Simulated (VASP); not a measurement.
Al, 1 atom in the cell. Symmetry: Fm-3m, No. 225, cubic system. Conventional cell: a = 4.001 Å, b = 4.001 Å, c = 4.001 Å, α = 90.00°, β = 90.00°, γ = 90.00°. Al (site symmetry m-3m) has 12 Al at 2.83 Å within 3.7 Å.  This cell differs from its parent crystal: strained.

- Program: VASP 6.6.1
- Task: single point
- Functional: PBEsol
- Potentials or basis: VASP PAW PBE potentials, release 64 (Al)
- Cutoff: 520 eV
- k mesh: 18 × 18 × 18
- Occupations: gaussian, width 0.1 eV
- Spin: no spin polarisation
- Dipole correction: no
- Further INCAR settings: ALGO = Normal; EDIFF = 1e-06; NBANDS = 8

Potentials or basis: VASP PAW PBE potentials, release 64 (Al).

Launch:

```bash
$ cat potpaw_PBE.64/Al/POTCAR > POTCAR
$ mpirun -np 1 vasp_std > vasp.out
```

Hardware: 1 thread of Intel(R) Xeon(R) Platinum 8259CL CPU @ 2.50GHz (Skylake/Cascade Lake), on a shared host.

**Question.** How long does it take, and how much memory?

**Answer.** It took 16 s on 1 thread of Intel(R) Xeon(R) Platinum 8259CL CPU @ 2.50GHz (Skylake/Cascade Lake), with other jobs on the host, peak memory 0.14 GiB. Counts: scf iterations 9, k points 195.
